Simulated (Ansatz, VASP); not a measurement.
**One calculation of BaNa2MnP2O8, two programs**

Contents of POSCAR:

```
BaNa2MnP2O8
1.0
    5.4099033088      0.0000000000      0.0000000000
   -2.7049516544      4.6851136975      0.0000000000
    0.0000000000      0.0000000000      7.0308243168
Na Ba Mn P O
2 1 1 2 8
Direct
    0.3333333333      0.6666666667      0.1821852436
    0.6666666667      0.3333333333      0.8178147564
    0.0000000000      0.0000000000      0.5000000000
    0.0000000000      0.0000000000      0.0000000000
    0.3333333333      0.6666666667      0.7323290723
    0.6666666667      0.3333333333      0.2676709277
    0.3333333333      0.6666666667      0.5153050611
    0.6666666667      0.3333333333      0.4846949389
    0.8207863010      0.6415726020      0.1889473116
    0.8207863010      0.1792136990      0.1889473116
    0.3584273980      0.1792136990      0.1889473116
    0.1792136990      0.3584273980      0.8110526884
    0.1792136990      0.8207863010      0.8110526884
    0.6415726020      0.8207863010      0.8110526884
```

The input INCAR.step1:

```
SYSTEM = BaNa2MnP2O8
PREC = Accurate
ENCUT = 660
ISMEAR = 0
SIGMA = 0.05
LREAL = .False.
LASPH = .True.
NELM = 200
ISPIN = 2
MAGMOM = 0 0 0 4.65 0 0 0 0 0 0 0 0 0 0
LMAXMIX = 4
NBANDS = 64
GGA = PE
ALGO = Normal
EDIFF = 1E-5
LWAVE = .True.
LCHARG = .False.
GGA_COMPAT = .False.
KPAR = 4
```

Contents of INCAR.step2:

```
SYSTEM = BaNa2MnP2O8
PREC = Accurate
ENCUT = 660
EDIFF = 1E-6
ISMEAR = 0
SIGMA = 0.05
LREAL = .False.
LASPH = .True.
NELM = 200
ALGO = Normal
ISIF = 2
LWAVE = .False.
LCHARG = .False.
ISPIN = 2
MAGMOM = 0 0 0 4.65 0 0 0 0 0 0 0 0 0 0
LORBIT = 11
LMAXMIX = 4
METAGGA = R2SCAN
LMIXTAU = .True.
NBANDS = 64
ISTART = 1
GGA_COMPAT = .False.
KPAR = 4
```

Contents of KPOINTS:

```
Automatic mesh
0
Gamma
  4 4 4
  0 0 0
```

Input for Ansatz:

```yaml
crystal:
  lattice:
    - [5.4099033088, 0.0, 0.0]
    - [-2.7049516544, 4.6851136975, 0.0]
    - [0.0, 0.0, 7.0308243168]
  atoms:
    - { symbol: Na, position: [0.3333333333, 0.6666666667, 0.1821852436] }
    - { symbol: Na, position: [0.6666666667, 0.3333333333, 0.8178147564] }
    - { symbol: Ba, position: [0.0, 0.0, 0.5] }
    - { symbol: Mn, position: [0.0, 0.0, 0.0], spin: 4.65 }
    - { symbol: P, position: [0.3333333333, 0.6666666667, 0.7323290723] }
    - { symbol: P, position: [0.6666666667, 0.3333333333, 0.2676709277] }
    - { symbol: O, position: [0.3333333333, 0.6666666667, 0.5153050611] }
    - { symbol: O, position: [0.6666666667, 0.3333333333, 0.4846949389] }
    - { symbol: O, position: [0.820786301, 0.641572602, 0.1889473116] }
    - { symbol: O, position: [0.820786301, 0.179213699, 0.1889473116] }
    - { symbol: O, position: [0.358427398, 0.179213699, 0.1889473116] }
    - { symbol: O, position: [0.179213699, 0.358427398, 0.8110526884] }
    - { symbol: O, position: [0.179213699, 0.820786301, 0.8110526884] }
    - { symbol: O, position: [0.641572602, 0.820786301, 0.8110526884] }
basis:
  ecutwfc: 500
  ecutrho_ratio: 4
kpoints:
  mp_grid: { grid: [4, 4, 4] }
  band_path:
    path:
      - [[0.0, 0.0, 0.0], [0.5, 0.0, 0.0], [0.33333333, 0.33333333, 0.0], [0.0, 0.0, 0.0], [0.0, 0.0, 0.5], [0.5, 0.0, 0.5], [0.33333333, 0.33333333, 0.5], [0.0, 0.0, 0.5]]
      - [[0.5, 0.0, 0.5], [0.5, 0.0, 0.0]]
      - [[0.33333333, 0.33333333, 0.5], [0.33333333, 0.33333333, 0.0]]
    npoints: 10
hamiltonian:
  xc: r2scan
scf:
  occupations: { method: gaussian, width: 0.05 }
  n_extra_bands: 41
output:
  forces: true
  stress: true
  eigenvalues: true
  populations: true
  dos: { projected: true, de: 0.02, nscf_kmesh: { grid: [6, 6, 6] } }
  bader: false
magnetization:
  spin_polarized: true
checkpoint:
  read: start.run
  write: ck
  compress: false
  write_wavefunctions: false
  write_every: 100000
```

Alike in both runs: task single point; functional r2SCAN; k mesh 4 × 4 × 4; occupations gaussian, width 0.05 eV; collinear spin.

|  | VASP | Ansatz |
| --- | --- | --- |
| version | VASP 6.6.1 | Ansatz 0.2.0 |
| potentials or method | VASP PAW PBE potentials, release 64 (Na_pv, Ba_sv, Mn_pv, P, O), cutoff 660 eV | scalar-relativistic, plane waves, PAW |
| valence electrons in the cell | 95 | 101 |

Ansatz gave:

* gap on the k mesh at the Fermi level (eV): 3.45
* least direct gap on the mesh (eV): 3.50
* pressure (GPa): 0.0
* traceless stress, the component that is largest in VASP (GPa): 0.00
* rms of the force components (eV/Å): 0.003
* net moment per atom (μB): 0.36
* size of the moment on the site where the two differ most (μB): 4.23

Problem. What did VASP give for the same quantities?

Solution. gap on the k mesh at the Fermi level (eV): 3.45; least direct gap on the mesh (eV): 3.50; pressure (GPa): -0.6; traceless stress, the component that is largest in VASP (GPa): 0.22; rms of the force components (eV/Å): 0.072; net moment per atom (μB): 0.36; size of the moment on the site where the two differ most (μB): 4.57.

VASP's potentials were made for PBE, not for r2SCAN. Site moments also hang on the region over which each program counts them. Atom by atom the forces differ by 0.070 eV/Å (rms over components). The functional is the same, so the differences come from potentials, cutoffs and numerics. VASP's potentials hold 95 valence electrons a cell and Ansatz's 101, so a difference there can come from the potentials and not from the codes. Ansatz's warnings: stability check not made.

Spin-orbit coupling is off throughout.
